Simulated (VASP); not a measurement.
Input of a VASP 6.6.1 run:

File POSCAR:

```
LiTiCl5
1.0
    4.1626542877      0.0000000000      0.0000000000
    0.0000000000      4.1626542877      0.0000000000
    0.0000000000      0.0000000000      8.6874566009
Li Ti Cl
1 1 5
Direct
    0.5000000000      0.5000000000      0.0000000000
    0.0000000000      0.0000000000      0.5000000000
    0.0000000000      0.5000000000      0.3326167156
    0.0000000000      0.5000000000      0.6673832844
    0.5000000000      0.0000000000      0.3326167156
    0.5000000000      0.0000000000      0.6673832844
    0.0000000000      0.0000000000      0.0000000000
```

The input INCAR.step1:

```
SYSTEM = LiTiCl5
  PREC = Accurate
  ENCUT = 520
  ISMEAR = -1
  SIGMA = 0.03
  LREAL = .FALSE.
  LASPH = .TRUE.
  NELM = 100
  NBANDS = 34
  GGA = PE
  ALGO = Normal
  EDIFF = 1E-4
  LWAVE = .TRUE.
  LCHARG = .FALSE.
```

The input INCAR.step2:

```
SYSTEM = LiTiCl5
  PREC = Accurate
  ENCUT = 520
  EDIFF = 1E-7
  ISMEAR = -1
  SIGMA = 0.03
  LREAL = .FALSE.
  LASPH = .TRUE.
  NELM = 100
  ALGO = Normal
  ISIF = 2
  LWAVE = .FALSE.
  LCHARG = .TRUE.
  METAGGA = R2SCAN
  LMIXTAU = .TRUE.
  LUSE_VDW = .TRUE.
  IVDW_NL = 2
  BPARAM = 11.95
  CPARAM = 0.0093
  LELF = .TRUE.
  LVHAR = .TRUE.
  NBANDS = 34
  ISTART = 1
```

File KPOINTS:

```
Automatic mesh
0
G
  6 6 4
  0 0 0
```

Potentials or basis: VASP PAW PBE potentials, release 64 (Li_sv, Ti_sv, Cl).

Run with:

```sh
$ cat potpaw_PBE.64/Li_sv/POTCAR potpaw_PBE.64/Ti_sv/POTCAR potpaw_PBE.64/Cl/POTCAR > POTCAR
$ cp INCAR.step1 INCAR
$ mpirun -np 1 vasp_std > vasp.out
$ cp INCAR.step2 INCAR
$ mpirun -np 1 vasp_std > vasp.out
```

Task: What does it give for the largest force?

Result: 0.008 eV/Å.

Task: What does it give for the band gap on the k mesh?

Result: Zero (bands 25 and 26 overlap by 0.06 eV).

Forces on the atoms (eV/Å):
```
Li   0.000  0.000  0.000
Ti   0.000  0.000  0.000
Cl   0.000  0.000 -0.008
Cl   0.000  0.000  0.008
Cl   0.000  0.000 -0.008
Cl   0.000  0.000  0.008
Cl   0.000  0.000  0.000
```

Caveat: the PAW data sets were made with another functional, which shifts forces and pressure a little; semilocal functionals often make such compounds metallic where correlation or magnetic order opens a gap, which also shifts bond lengths.
